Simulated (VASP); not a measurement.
TaN, 4 atoms in the cell. It takes space group P6_3/mmc (No. 194, hexagonal). The conventional cell has a = 2.967 Å, b = 2.967 Å, c = 5.632 Å, α = 90.00°, β = 90.00°, γ = 120.00°. Ta (site symmetry -6m2) has 6 N at 2.22 Å within 2.9 Å. N (site symmetry -3m) has 6 Ta at 2.22 Å and 2 N at 2.82 Å within 2.9 Å. 

| Quantity | Value |
| --- | --- |
| Program | VASP 6.6.1 |
| Task | single point |
| Functional | PBE |
| Potentials or basis | VASP PAW PBE potentials, release 64 (Ta_pv, N) |
| Cutoff | 520 eV |
| k mesh | 12 × 12 × 9 |
| Occupations | gaussian, width 0.1 eV |
| Spin | no spin polarisation |
| Dipole correction | no |
| Further INCAR settings | ALGO = Normal; EDIFF = 1e-06; NBANDS = 24 |

Potentials or basis: VASP PAW PBE potentials, release 64 (Ta_pv, N).

Launch:

```bash
$ cat potpaw_PBE.64/Ta_pv/POTCAR potpaw_PBE.64/N/POTCAR > POTCAR
$ mpirun -np 1 vasp_std > vasp.out
```

Hardware: 1 thread of AMD EPYC 7R43 64-Core Processor (Zen 3) (shared host).

Q: Estimate the wall time of this run.

A: Run time: 85 s on 1 thread of AMD EPYC 7R43 64-Core Processor (Zen 3) (shared host), peak memory 0.18 GiB. Counts: scf iterations 13, k points 95.
